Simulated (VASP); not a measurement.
# SnTe (wurtzite type) (P6_3mc) in VASP: further runs, part 2 of 2

VASP 6.6.1.

### 4 Relaxation of shape and atoms at fixed volume, PBE

This run uses another cell than the first one, of 33.43 Å³/atom.

INCAR reads:

```
SYSTEM = SnTe
ALGO = Normal
EDIFF = 1E-6
EDIFFG = -0.005
ENCUT = 600
GGA = PE
IBRION = 2
ISIF = 4
ISMEAR = -1
LASPH = .TRUE.
LCHARG = .FALSE.
LREAL = .FALSE.
LWAVE = .FALSE.
NELM = 80
NSW = 50
PREC = Accurate
SIGMA = 0.05
```

KPOINTS reads:

```
k-points
0
G
  9 9 5
  0 0 0
```

POSCAR reads:

```
SnTe
1.0
    5.0459453123      0.0000000000      0.0000000000
   -2.5229726561      4.3699168265      0.0000000000
    0.0000000000      0.0000000000      6.0649852104
Sn Te
2 2
Direct
    0.3333333333      0.6666666667     -0.0458521505
    0.6666666667      0.3333333333      0.4541478495
    0.3333333333      0.6666666667      0.4218521505
    0.6666666667      0.3333333333      0.9218521505
```

Potentials or basis: VASP PAW PBE potentials, release 64 (Sn_d, Te).

Launch:

```sh
$ cat potpaw_PBE.64/Sn_d/POTCAR potpaw_PBE.64/Te/POTCAR > POTCAR
$ mpirun -np 1 vasp_std > vasp.out
```

OUTCAR:

```text
SYSTEM = SnTe
   EDIFF = 1E-6
   EDIFFG = -0.005
   ENCUT = 600
   GGA = PE
   IBRION = 2
   ISIF = 4
   ISMEAR = -1
   LASPH = .TRUE.
   LREAL = .FALSE.
   NELM = 80
   NSW = 50
   PREC = Accurate

 ion  position               nearest neighbor table
   1  0.333  0.667  0.954-   3 2.84   4 2.92   4 2.92   4 2.92   3 3.23
   2  0.667  0.333  0.454-   4 2.84   3 2.92   3 2.92   3 2.92   4 3.23
   3  0.333  0.667  0.422-   1 2.84   2 2.92   2 2.92   2 2.92   1 3.23
   4  0.667  0.333  0.922-   2 2.84   1 2.92   1 2.92   1 2.92   2 3.23

  LATTYP: Found a hexagonal cell.
 ALAT       =     5.0459453123
 C/A-ratio  =     1.2019522280

  Lattice vectors:

 A1 = (   5.0459453123,   0.0000000000,   0.0000000000)
 A2 = (  -2.5229726561,   4.3699168265,   0.0000000000)
 A3 = (   0.0000000000,   0.0000000000,   6.0649852104)

Analysis of symmetry for initial positions (statically):
=====================================================================
 Subroutine PRICEL returns:
 Original cell was already a primitive cell.

 Routine SETGRP: Setting up the symmetry group for a
 hexagonal supercell.

 Subroutine GETGRP returns: Found 12 space group operations
 (whereof  6 operations were pure point group operations)
 out of a pool of 24 trial point group operations.

The static configuration has the point symmetry C_3v.
 The point group associated with its full space group is C_6v.

Analysis of symmetry for dynamics (positions and initial velocities):
=====================================================================
 Subroutine PRICEL returns:
 Original cell was already a primitive cell.

 Routine SETGRP: Setting up the symmetry group for a
 hexagonal supercell.

 Subroutine GETGRP returns: Found 12 space group operations
 (whereof  6 operations were pure point group operations)
 out of a pool of 24 trial point group operations.

The dynamic configuration has the point symmetry C_3v.
 The point group associated with its full space group is C_6v.

 Subroutine INISYM returns: Found 12 space group operations
 (whereof  6 operations are pure point group operations),
 and found     1 'primitive' translations

----------------------------------------------------------------------------------------

                                     Primitive cell

  volume of cell :     133.7351

  direct lattice vectors                    reciprocal lattice vectors
     5.045945312  0.000000000  0.000000000     0.198178922  0.114418654  0.000000000
    -2.522972656  4.369916826  0.000000000     0.000000000  0.228837307  0.000000000
     0.000000000  0.000000000  6.064985210     0.000000000  0.000000000  0.164880864

  length of vectors
     5.045945312  5.045945312  6.064985210     0.228837307  0.228837307  0.164880864

  position of ions in fractional coordinates (direct lattice)
     0.333333333  0.666666667  0.954147850
     0.666666667  0.333333333  0.454147850
     0.333333333  0.666666667  0.421852151
     0.666666667  0.333333333  0.921852151

  ion indices of the primitive-cell ions
   primitive index   ion index
                 1           1
[... 26 lines left out ...]
 ===========================================

 Found     36 irreducible k-points:

 Following reciprocal coordinates:
            Coordinates               Weight
  0.000000  0.000000  0.000000      1.000000
  0.111111  0.000000  0.000000      6.000000
  0.222222  0.000000  0.000000      6.000000
  0.333333  0.000000  0.000000      6.000000
  0.444444  0.000000  0.000000      6.000000
  0.111111  0.111111  0.000000      6.000000
[... 16 lines left out ...]
  0.333333  0.222222  0.200000     24.000000
  0.333333  0.333333  0.200000      4.000000
 [... further k-points ...]
   k-points           NKPTS =     36   k-points in BZ     NKDIM =     36   number of bands    NBANDS=     24
   number of dos      NEDOS =    301   number of ions     NIONS =      4
   total plane-waves  NPLWV =  76800
   dimension x,y,z NGX =    40 NGY =   40 NGZ =   48
   dimension x,y,z NGXF=    80 NGYF=   80 NGZF=   96
   ions per type =               2   2
   NGX,Y,Z   is equivalent  to a cutoff of  13.18, 13.18, 13.16 a.u.
   NGXF,Y,Z  is equivalent  to a cutoff of  26.36, 26.36, 26.31 a.u.
 SYSTEM =  SnTe
   PREC   = accura    normal or accurate (medium, high low for compatibility)
   ISTART =      0    job   : 0-new  1-cont  2-samecut
   ICHARG =      2    charge: 1-file 2-atom 10-const
   ISPIN  =      1    spin polarized calculation?
   LNONCOLLINEAR =      F non collinear calculations
   LSORBIT =      F    spin-orbit coupling
   LASPH  =      T    aspherical Exc in radial PAW
   ENCUT  =  600.0 eV  44.10 Ry    6.64 a.u.  10.08 10.08 12.11*2*pi/ulx,y,z
   NELM   =     80;   NELMIN=  2; NELMDL= -5     # of ELM steps
   EDIFF  = 0.1E-05   stopping-criterion for ELM
   LREAL  =      F    real-space projection
   EDIFFG = -.5E-02   stopping-criterion for IOM
   NSW    =     50    number of steps for IOM
   IBRION =      2    ionic relax: 0-MD 1-quasi-New 2-CG
   NFREE  =      1    steps in history (QN), initial steepest desc. (CG)
   ISIF   =      4    stress and relaxation
   ISYM   =      2    0-nonsym 1-usesym 2-fastsym
   POTIM  = 0.5000    time-step for ionic-motion
   TEBEG  =    0.0;   TEEND  =   0.0 temperature during run
   PSTRESS=    0.0 pullay stress
   NELECT =      40.0000    total number of electrons
   NUPDOWN=      -1.0000    fix difference up-down
   EMIN   =  10.00;   EMAX   =-10.00  energy-range for DOS
   EFERMI =   0.00;   METHOD = LEGACY
   ISMEAR =    -1;   SIGMA  =   0.05  broadening in eV -4-tet -1-fermi 0-gaus
   EFERMI_NEDOS =   21; number of points for ismear=-14 and -15
   IALGO  =     38    algorithm
   IMIX   =      4    mixing-type and parameters
     AMIX     =   0.40;   BMIX     =  1.00
     AMIX_MAG =   1.60;   BMIX_MAG =  1.00
  volume/ion in A,a.u.               =      33.43       225.62
  Fermi-wavevector in a.u.,A,eV,Ry     =   1.094829  2.068927 16.308634  1.198651
  Thomas-Fermi vector in A             =   2.231141
   LORBIT       =      0    0 simple, 1 ext, 2 COOP (PROOUT), +10 PAW based schemes
   GGA     = PE    functional components
   LHFCALC =     F    Hartree Fock is set to
   AEXX    =    0.0000 exact exchange contribution
   IVDW    =     0    specifies the selected vdW correction
   LEPSILON=     F    determine dielectric tensor
   LRPA    =     F    only Hartree local field effects (RPA)
 conjugate gradient relaxation of ions
 non-spin polarized calculation
  energy-cutoff  :      600.00
  volume of cell :      133.74
 maximum number of plane-waves:      4482
   NGX = 21   NGY = 21   NGZ = 25

--------------------------------------- Ionic step        1  -------------------------------------------

 number of electron      39.9999997 magnetization

 Free energy of the ion-electron system (eV)
  ---------------------------------------------------
  ext. energy  EPLUGINS =         0.00000000
  ---------------------------------------------------
  free energy    TOTEN  =       -13.74963887 eV

  energy without entropy =      -13.74324852  energy(sigma->0) =      -13.74644370

------------------------ aborting loop because EDIFF is reached ----------------------------------------

  FORCE on cell =-STRESS in cart. coord.  units (eV):
  Direction    XX          YY          ZZ          XY          YZ          ZX
  --------------------------------------------------------------------------------------
  -------------------------------------------------------------------------------------
  Total        8.5060759      8.5060759      9.3801862      0.0000000     -0.0000000      0.0000000
  in kB      101.9047386    101.9047386    112.3767804      0.0000000     -0.0000000      0.0000000
  external PRESSURE =     105.3954192 kB  Pullay stress =       0.0000000 kB
[... 253 lines left out ...]
--------------------------------------- Ionic step        8  -------------------------------------------

 number of electron      40.0000008 magnetization

 Free energy of the ion-electron system (eV)
  ---------------------------------------------------
  ext. energy  EPLUGINS =         0.00000000
  ---------------------------------------------------
  free energy    TOTEN  =       -13.82827443 eV

  energy without entropy =      -13.82182785  energy(sigma->0) =      -13.82505114

 E-fermi :   6.5352     XC(G=0):  -8.9097

 val. band max:        6.4288920926   @ k =   0.3333   0.3333   0.4000
 cond. band min:       6.6265397165   @ k =   0.1111   0.0000   0.0000
 fundamental gap:      0.1976476239
 Fermi energy:         6.5352485942

 k-point     1 :       0.0000    0.0000    0.0000
  band No.  band energies     occupation
      1     -15.4754      2.00000
      2     -15.4672      2.00000
      3     -15.4672      2.00000
      4     -15.4666      2.00000
      5     -15.4666      2.00000
      6     -15.4433      2.00000
[... 637 lines left out ...]
     23       9.2180      0.00000
     24       9.6599      0.00000

 [... further k-points ...]
[... 5 lines left out ...]
  --------------------------------------------------------------------------------------
  -------------------------------------------------------------------------------------
  Total        8.3288936      8.3288936      8.3442857      0.0000000     -0.0000000      0.0000000
  in kB       99.7820540     99.7820540     99.9664553      0.0000000     -0.0000000      0.0000000
  external PRESSURE =      99.8435211 kB  Pullay stress =       0.0000000 kB
[... 19 lines left out ...]
  FREE ENERGIE OF THE ION-ELECTRON SYSTEM (eV)
  ---------------------------------------------------
  free  energy   TOTEN  =       -13.8282744295 eV

  energy  without entropy=      -13.8218278474  energy(sigma->0) =      -13.82505114

 reached required accuracy - stopping structural energy minimisation
```

OSZICAR:

```text
N       E                     dE             d eps       ncg     rms          rms(c)
DAV:   1     0.354593965667E+03    0.35459E+03   -0.20873E+04  1736   0.213E+03
DAV:   2     0.302309949336E+02   -0.32436E+03   -0.32155E+03  1744   0.508E+02
[... 67 lines left out ...]
   7 F= -.13828267E+02 E0= -.13825041E+02  d E =-.284714E-02
       N       E                     dE             d eps       ncg     rms          rms(c)
DAV:   1    -0.138282604303E+02    0.63212E-05   -0.67206E-03  1896   0.475E-01    0.235E-02
DAV:   2    -0.138282769778E+02   -0.16547E-04   -0.22343E-04  2432   0.127E-01    0.949E-03
DAV:   3    -0.138282750389E+02    0.19389E-05   -0.41844E-06  2096   0.162E-02    0.515E-03
DAV:   4    -0.138282744295E+02    0.60944E-06   -0.18086E-06  1264   0.103E-02
   8 F= -.13828274E+02 E0= -.13825051E+02  d E =-.285467E-02
```

Run time: 17 min. Hardware: 1 thread of Intel Xeon 8259CL, shared host; peak memory 0.35 GiB.

What came out:

| Property | Result |
| --- | --- |
| Free energy | -13.8283 eV |
| Energy gained by relaxing | 19.7 meV/atom |
| Ionic steps | 8 |
| Pressure after relaxing | 10.0 GPa |
| Band gap on the k mesh | 0.20 eV (least direct gap 0.76 eV) |

The path:
```
step  energy change (eV)  largest force (eV/Å)  pressure (GPa)  volume (Å³)
   1              0.0000                0.4958           10.54       133.74
   2             -0.0348                0.2749           10.25       133.74
   3             -0.0402                0.1790           10.15       133.74
   4             -0.0643                0.1280           10.05       133.74
   5             -0.0758                0.0588           10.02       133.74
   6             -0.0778                0.0299           10.00       133.74
   7             -0.0786                0.0023            9.99       133.74
   8             -0.0786                0.0001            9.98       133.74
```

Final structure:
```xyz
4
Lattice="5.0517 0.0000 0.0000 -2.5258 4.3749 0.0000 0.0000 0.0000 6.0513" Properties=species:S:1:pos:R:3 pbc="T T T"
Sn    0.0000    2.9166    5.6762
Sn    2.5258    1.4583    2.6505
Te    0.0000    2.9166    2.6504
Te    2.5258    1.4583    5.6760
```

Levels at points of the mesh, in eV from the valence-band top:
| k point | band 18 | band 19 | band 20 | band 21 | band 22 | band 23 |
| --- | --- | --- | --- | --- | --- | --- |
| (0.00, 0.00, 0.00) | -2.49 | -2.49 | -2.41 | 0.24 | 0.24 | 2.38 |

Caveat: semilocal functionals underestimate gaps, and a narrow one can read as zero; spin-orbit coupling is left out, which moves the levels of the heavy elements. A k mesh can miss the band edges.

### 5 The runs side by side

| task | cell | gap on the mesh (eV) | pressure (GPa) |
| --- | --- | --- | --- |
| relaxation of cell and atoms | relaxed from a = 4.397, b = 4.397, c = 7.167 Å, angles 90.0, 90.0, 120.0°, 4 atoms, atomic positions A | 0.80 | 0.0 |
| relaxation of shape and atoms at fixed volume | relaxed from a = 4.872, b = 4.872, c = 5.856 Å, angles 90.0, 90.0, 120.0°, 4 atoms, atomic positions B | none | 17.6 |
| relaxation of shape and atoms at fixed volume | relaxed from a = 5.046, b = 5.046, c = 6.065 Å, angles 90.0, 90.0, 120.0°, 4 atoms, atomic positions B | 0.20 | 10.0 |

Alike in all rows: level PBE; potentials or basis VASP PAW PBE potentials, release 64 (Sn_d, Te); no spin polarisation; k mesh 9 × 9 × 5; cutoff (eV) 600; smearing fermi-dirac 0.05 eV.

Caveats: spin-orbit coupling is left out, which moves the levels of the heavy elements; semilocal functionals underestimate gaps, and a narrow one can read as zero (at least some runs); the volume moved by over 15 % at a fixed basis, so the end points are rough (at least some runs).

Absolute energies hang on the potentials; compare differences alone.

The gap in the log of VASP goes by the Fermi energy; the results here count the filled bands.